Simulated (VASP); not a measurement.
# Ba (R-3m) in VASP: notebook

The runs below take Ba through single point, with PBEsol.

All numbers are computed with VASP 6.6.1; they aren't measurements. Logs are shortened: lines on timing, memory, paths and dates and some standing lists are left out, and cuts for length are marked.

### Step 1. The cell of the first run

Symmetry: R-3m, No. 166, trigonal system. Conventional cell: a = 5.440 Å, b = 5.440 Å, c = 6.027 Å, α = 90.00°, β = 90.00°, γ = 120.00°. Within 4.9 Å of Ba (site symmetry -3m) lie 6 Ba at 3.73 Å.

### Step 2. Single point, PBEsol (51.50 Å³/atom)

INCAR reads:

```
ALGO     = Fast           # electronic algorithm
EDIFF    = 1E-6           # SCF threshold, eV
ENCUT    = 520            # plane-wave cutoff, eV
GGA      = PS             # functional
ISIF     = 2              # what is computed and relaxed
ISMEAR   = 0              # smearing method
LASPH    = T              # aspherical terms in the spheres
LCHARG   = F              # write CHGCAR
LREAL    = F              # projectors in reciprocal space
LWAVE    = F              # write WAVECAR
NBANDS   = 11             # bands
NELM     = 60             # most SCF steps
PREC     = Accurate       # precision mode
SIGMA    = 0.15           # smearing width, eV
```

KPOINTS reads:

```
k-points
0
Gamma
  14 14 14
```

POSCAR reads:

```
Ba
1.0
   -1.4046144097      2.4422390037      2.4422390037
    2.4422390037     -1.4046144097      2.4422390037
    2.4422390037      2.4422390037     -1.4046144097
Ba
1
Direct
    0.0000000000      0.0000000000      0.0000000000
```

Potentials or basis: VASP PAW PBE potentials, release 64 (Ba_sv).

On the command line:

```bash
cat potpaw_PBE.64/Ba_sv/POTCAR > POTCAR
mpirun -np 1 vasp_std > vasp.out
```

OUTCAR:

```text
EDIFF = 1E-6
   ENCUT = 520
   GGA = PS
   ISIF = 2
   ISMEAR = 0
   LASPH = T
   LREAL = F
   NELM = 60
   PREC = Accurate

 ion  position               nearest neighbor table
   1  0.000  0.000  0.000-

  LATTYP: Found a trigonal (rhomboedric) cell.
 ALAT       =     3.7285391700
 COS(alpha) =    -0.0644710518

  Lattice vectors:

 A1 = (  -1.4046144097,   2.4422390037,   2.4422390037)
 A2 = (   2.4422390037,  -1.4046144097,   2.4422390037)
 A3 = (   2.4422390037,   2.4422390037,  -1.4046144097)

Analysis of symmetry for initial positions (statically):
=====================================================================
 Subroutine PRICEL returns:
 Original cell was already a primitive cell.

 Routine SETGRP: Setting up the symmetry group for a
 trigonal (rhombohedral) supercell.

 Subroutine GETGRP returns: Found 12 space group operations
 (whereof 12 operations were pure point group operations)
 out of a pool of 12 trial point group operations.

The static configuration has the point symmetry D_3d.

Analysis of symmetry for dynamics (positions and initial velocities):
=====================================================================
 Subroutine PRICEL returns:
 Original cell was already a primitive cell.

 Routine SETGRP: Setting up the symmetry group for a
 trigonal (rhombohedral) supercell.

 Subroutine GETGRP returns: Found 12 space group operations
 (whereof 12 operations were pure point group operations)
 out of a pool of 12 trial point group operations.

The dynamic configuration has the point symmetry D_3d.

 Subroutine INISYM returns: Found 12 space group operations
 (whereof 12 operations are pure point group operations),
 and found     1 'primitive' translations

----------------------------------------------------------------------------------------

                                     Primitive cell

  volume of cell :      51.4960

  direct lattice vectors                    reciprocal lattice vectors
    -1.404614410  2.442239004  2.442239004    -0.077512617  0.182440101  0.182440101
     2.442239004 -1.404614410  2.442239004     0.182440101 -0.077512617  0.182440101
     2.442239004  2.442239004 -1.404614410     0.182440101  0.182440101 -0.077512617

  length of vectors
     3.728539170  3.728539170  3.728539170     0.269401163  0.269401163  0.269401163

  position of ions in fractional coordinates (direct lattice)
     0.000000000  0.000000000  0.000000000

  ion indices of the primitive-cell ions
   primitive index   ion index
                 1           1

----------------------------------------------------------------------------------------

 KPOINTS: k-points

Automatic generation of k-mesh.
 Grid dimensions read from file:
 generate k-points for:   14   14   14

 Generating k-lattice:

  Cartesian coordinates                     Fractional coordinates (reciprocal lattice)
    -0.005536615  0.013031436  0.013031436     0.071428571 -0.000000000 -0.000000000
     0.013031436 -0.005536615  0.013031436    -0.000000000  0.071428571 -0.000000000
     0.013031436  0.013031436 -0.005536615    -0.000000000 -0.000000000  0.071428571

  Length of vectors
     0.019242940  0.019242940  0.019242940

  Shift w.r.t. Gamma in fractional coordinates (k-lattice)
     0.000000000  0.000000000  0.000000000

 Subroutine IBZKPT returns following result:
 ===========================================

 Found    288 irreducible k-points:

 Following reciprocal coordinates:
            Coordinates               Weight
  0.000000  0.000000  0.000000      1.000000
  0.071429 -0.000000 -0.000000      6.000000
  0.142857  0.000000  0.000000      6.000000
  0.214286 -0.000000 -0.000000      6.000000
  0.285714 -0.000000 -0.000000      6.000000
  0.357143 -0.000000 -0.000000      6.000000
[... 16 lines left out ...]
  0.214286  0.142857 -0.000000     12.000000
  0.285714  0.142857 -0.000000     12.000000
 [... further k-points ...]
   k-points           NKPTS =    288   k-points in BZ     NKDIM =    288   number of bands    NBANDS=     11
   number of dos      NEDOS =    301   number of ions     NIONS =      1
   total plane-waves  NPLWV =  21952
   dimension x,y,z NGX =    28 NGY =   28 NGZ =   28
   dimension x,y,z NGXF=    56 NGYF=   56 NGZF=   56
   ions per type =               1
   NGX,Y,Z   is equivalent  to a cutoff of  12.48, 12.48, 12.48 a.u.
   NGXF,Y,Z  is equivalent  to a cutoff of  24.97, 24.97, 24.97 a.u.
 SYSTEM =  unknown system
   PREC   = accura    normal or accurate (medium, high low for compatibility)
   ISTART =      0    job   : 0-new  1-cont  2-samecut
   ICHARG =      2    charge: 1-file 2-atom 10-const
   ISPIN  =      1    spin polarized calculation?
   LNONCOLLINEAR =      F non collinear calculations
   LSORBIT =      F    spin-orbit coupling
   LASPH  =      T    aspherical Exc in radial PAW
   ENCUT  =  520.0 eV  38.22 Ry    6.18 a.u.   6.93  6.93  6.93*2*pi/ulx,y,z
   NELM   =     60;   NELMIN=  2; NELMDL= -5     # of ELM steps
   EDIFF  = 0.1E-05   stopping-criterion for ELM
   LREAL  =      F    real-space projection
   EDIFFG = 0.1E-04   stopping-criterion for IOM
   NSW    =      0    number of steps for IOM
   IBRION =     -1    ionic relax: 0-MD 1-quasi-New 2-CG
   NFREE  =      0    steps in history (QN), initial steepest desc. (CG)
   ISIF   =      2    stress and relaxation
   ISYM   =      2    0-nonsym 1-usesym 2-fastsym
   POTIM  = 0.5000    time-step for ionic-motion
   TEBEG  =    0.0;   TEEND  =   0.0 temperature during run
   PSTRESS=    0.0 pullay stress
   NELECT =      10.0000    total number of electrons
   NUPDOWN=      -1.0000    fix difference up-down
   EMIN   =  10.00;   EMAX   =-10.00  energy-range for DOS
   EFERMI =   0.00;   METHOD = LEGACY
   ISMEAR =     0;   SIGMA  =   0.15  broadening in eV -4-tet -1-fermi 0-gaus
   EFERMI_NEDOS =   21; number of points for ismear=-14 and -15
   IALGO  =     68    algorithm
   IMIX   =      4    mixing-type and parameters
     AMIX     =   0.40;   BMIX     =  1.00
     AMIX_MAG =   1.60;   BMIX_MAG =  1.00
  volume/ion in A,a.u.               =      51.50       347.51
  Fermi-wavevector in a.u.,A,eV,Ry     =   0.948019  1.791496 12.228098  0.898740
  Thomas-Fermi vector in A             =   2.076168
   LORBIT       =      0    0 simple, 1 ext, 2 COOP (PROOUT), +10 PAW based schemes
   GGA     = PS    functional components
   LHFCALC =     F    Hartree Fock is set to
   AEXX    =    0.0000 exact exchange contribution
   IVDW    =     0    specifies the selected vdW correction
   LEPSILON=     F    determine dielectric tensor
   LRPA    =     F    only Hartree local field effects (RPA)
 non-spin polarized calculation
 RMM-DIIS sequential band-by-band and
 Gauss-broadening in eV      SIGMA  =   0.15
  energy-cutoff  :      520.00
  volume of cell :       51.50
 maximum number of plane-waves:      1418
   NGX = 13   NGY = 13   NGZ = 13

 number of electron      10.0000000 magnetization

 number of electron       9.9999998 magnetization

 Free energy of the ion-electron system (eV)
  ---------------------------------------------------
  ext. energy  EPLUGINS =         0.00000000
  ---------------------------------------------------
  free energy    TOTEN  =        -1.84783949 eV

  energy without entropy =       -1.83763091  energy(sigma->0) =       -1.84273520

 E-fermi :   2.1540     XC(G=0):  -8.1793

 val. band max:        2.1516842566   @ k =  -0.4286   0.4286   0.3571
 cond. band min:       2.1640302971   @ k =  -0.2143   0.5000   0.0714
 fundamental gap:      0.0123460405
 Fermi energy:         2.1540139907

 k-point     1 :       0.0000    0.0000    0.0000
  band No.  band energies     occupation
      1     -26.7645      2.00000
      2     -11.4049      2.00000
      3     -11.3581      2.00000
      4     -11.3581      2.00000
      5      -0.4369      2.00000
      6       2.1048      1.35752
      7       2.1048      1.35752
      8       7.7517      0.00000
      9       7.9307      0.00000
     10       7.9307      0.00000
     11      10.4430      0.00000

 k-point     2 :       0.0714   -0.0000   -0.0000
  band No.  band energies     occupation
      1     -26.7589      2.00000
      2     -11.4462      2.00000
      3     -11.3774      2.00000
      4     -11.3529      2.00000
      5      -0.3405      2.00000
      6       2.1323      1.16206
      7       2.2145      0.56879
      8       7.5154      0.00000
      9       7.6621      0.00000
     10       7.9034      0.00000
     11      10.3952      0.00000

 k-point     3 :       0.1429    0.0000    0.0000
  band No.  band energies     occupation
      1     -26.7432      2.00000
      2     -11.6192      2.00000
      3     -11.3682      2.00000
      4     -11.3381      2.00000
      5      -0.0791      2.00000
      6       2.2113      0.58940
      7       2.5293      0.00040
      8       6.9512      0.00000
      9       7.0959      0.00000
     10       7.9361      0.00000
     11       9.8054      0.00000

 k-point     4 :       0.2143   -0.0000   -0.0000
  band No.  band energies     occupation
      1     -26.7202      2.00000
      2     -11.8630      2.00000
      3     -11.3474      2.00000
      4     -11.3167      2.00000
      5       0.2855      2.00000
      6       2.3301      0.09690
      7       2.9801      0.00000
      8       6.3748      0.00000
      9       6.5017      0.00000
     10       7.9999      0.00000
     11       9.1081      0.00000

 k-point     5 :       0.2857   -0.0000   -0.0000
  band No.  band energies     occupation
      1     -26.6945      2.00000
      2     -12.1184      2.00000
      3     -11.3232      2.00000
      4     -11.2926      2.00000
      5       0.6954      2.00000
      6       2.4688      0.00300
      7       3.3935      0.00000
      8       5.9087      0.00000
      9       5.9944      0.00000
     10       8.0756      0.00000
     11       8.7349      0.00000
[... 211 lines left out ...]
 k-point    21 :      -0.0714    0.0714    0.0000
  band No.  band energies     occupation
      1     -26.7535      2.00000
      2     -11.4447      2.00000
      3     -11.4242      2.00000
      4     -11.3583      2.00000
      5      -0.2563      2.00000
      6       2.1980      0.67869
      7       2.2904      0.19840
      8       7.1029      0.00000
      9       7.5899      0.00000
     10       7.6810      0.00000
     11      10.7621      0.00000

 k-point    22 :       0.1429    0.1429    0.0000
  band No.  band energies     occupation
      1     -26.7215      2.00000
      2     -11.6226      2.00000
      3     -11.5812      2.00000
      4     -11.3326      2.00000
      5       0.3180      2.00000
      6       2.4823      0.00197
      7       2.7589      0.00000
      8       6.5582      0.00000
      9       6.9214      0.00000
     10       7.3204      0.00000
     11      10.2751      0.00000

 k-point    23 :       0.2143    0.1429   -0.0000
  band No.  band energies     occupation
      1     -26.6986      2.00000
      2     -11.8455      2.00000
      3     -11.5774      2.00000
      4     -11.3115      2.00000
      5       0.6836      2.00000
      6       2.6279      0.00001
      7       3.1568      0.00000
      8       5.9745      0.00000
      9       6.4936      0.00000
     10       7.2634      0.00000
     11       9.5708      0.00000

 k-point    24 :       0.2857    0.1429   -0.0000
  band No.  band energies     occupation
      1     -26.6730      2.00000
      2     -12.0967      2.00000
      3     -11.5502      2.00000
      4     -11.2877      2.00000
      5       1.0756      2.00000
      6       2.7480      0.00000
      7       3.5098      0.00000
      8       5.5562      0.00000
      9       6.0514      0.00000
     10       7.3357      0.00000
     11       9.1555      0.00000

 [... further k-points ...]
[... 5 lines left out ...]
  --------------------------------------------------------------------------------------
  -------------------------------------------------------------------------------------
  Total        0.3311195      0.3311195      0.3311195     -0.1127071     -0.1127071     -0.1127071
  in kB       10.3020070     10.3020070     10.3020070     -3.5066170     -3.5066170     -3.5066170
  external PRESSURE =      10.3020070 kB  Pullay stress =       0.0000000 kB

 VOLUME and BASIS-vectors are now :
 -----------------------------------------------------------------------------
  energy-cutoff  :      520.00
  volume of cell :       51.50
      direct lattice vectors                 reciprocal lattice vectors
    -1.404614410  2.442239004  2.442239004    -0.077512617  0.182440101  0.182440101
     2.442239004 -1.404614410  2.442239004     0.182440101 -0.077512617  0.182440101
     2.442239004  2.442239004 -1.404614410     0.182440101  0.182440101 -0.077512617

 POSITION                                       TOTAL-FORCE (eV/Angst)
 -----------------------------------------------------------------------------------
      0.00000      0.00000      0.00000        -0.000000      0.000000      0.000000
 -----------------------------------------------------------------------------------
    total drift:                               -0.000000     -0.000000      0.000000

  FREE ENERGIE OF THE ION-ELECTRON SYSTEM (eV)
  ---------------------------------------------------
  free  energy   TOTEN  =        -1.8478394869 eV

  energy  without entropy=       -1.8376309117  energy(sigma->0) =       -1.84273520
```

It took 44 s on 1 thread of Intel Xeon 6975P-C (Granite Rapids), shared host; peak memory 0.28 GiB.

Results:

- Free energy: -1.8478 eV
- Pressure: 1.0 GPa
- Band gap on the k mesh: zero (bands 5 and 6 overlap by 0.69 eV)

Stress tensor (GPa, compression positive):
```
 1.03 -0.35 -0.35
-0.35  1.03 -0.35
-0.35 -0.35  1.03
```

Caveat: the PAW data sets were made with another functional, which shifts forces and pressure a little; spin-orbit coupling is left out, which moves the levels of the heavy elements.

(Part 1 of 2 ends here.)
